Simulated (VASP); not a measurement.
Write the native input for VASP 6.6.1 that does the following.

* Task: single point
* Functional: PBE
* Potentials or basis: VASP PAW PBE potentials, release 64 (F)
* Cutoff: 520 eV
* k mesh: 9 × 9 × 5
* Occupations: fermi-dirac, width 0.05 eV
* Spin: no spin polarisation
* Dipole correction: no
* Further INCAR settings: ALGO = Normal; EDIFF = 1e-06; NBANDS = 22

The structure of F lies in POSCAR:

```
F
1.0
    3.0632750355     -1.8456364782      0.1480340220
    3.0632750355      1.8456364782      0.1480340220
   -1.3264733196      0.0000000000      6.8239206635
F
4
Direct
    0.9236106942      0.5862237664      0.0928428741
    0.4137762336      0.0763893058      0.4071571259
    0.0763893058      0.4137762336      0.9071571259
    0.5862237664      0.9236106942      0.5928428741
```

One way to write it, as run:

INCAR

```
PREC     = Accurate       # precision mode
ENCUT    = 520            # plane-wave cutoff, eV
EDIFF    = 1E-6           # SCF threshold, eV
ISMEAR   = -1             # smearing method
SIGMA    = 0.05           # smearing width, eV
LREAL    = False          # projectors in reciprocal space
LASPH    = True           # aspherical terms in the spheres
NELM     = 60             # most SCF steps
ALGO     = Normal         # electronic algorithm
ISIF     = 2              # what is computed and relaxed
LWAVE    = False          # write WAVECAR
LCHARG   = True           # write CHGCAR
GGA      = PE             # functional
LELF     = True           # ELF
LVHAR    = True         
NBANDS   = 22             # bands
```

KPOINTS

```
Automatic mesh
0
Gamma
  9 9 5
```

Potentials or basis: VASP PAW PBE potentials, release 64 (F).

The run is started by

```bash
$ cat potpaw_PBE.64/F/POTCAR > POTCAR
$ mpirun -np 1 vasp_std > vasp.out
```

Results of the run:

| Property | Result |
| --- | --- |
| Pressure | 0.3 GPa |
| Largest force | 0.370 eV/Å |
| Band gap on the k mesh | 3.02 eV, indirect (least direct gap 3.05 eV) |

Wall time 2.1 min on 1 thread of AMD EPYC 7R43 64-Core Processor (Zen 3), on a shared host, peak memory 0.23 GiB.
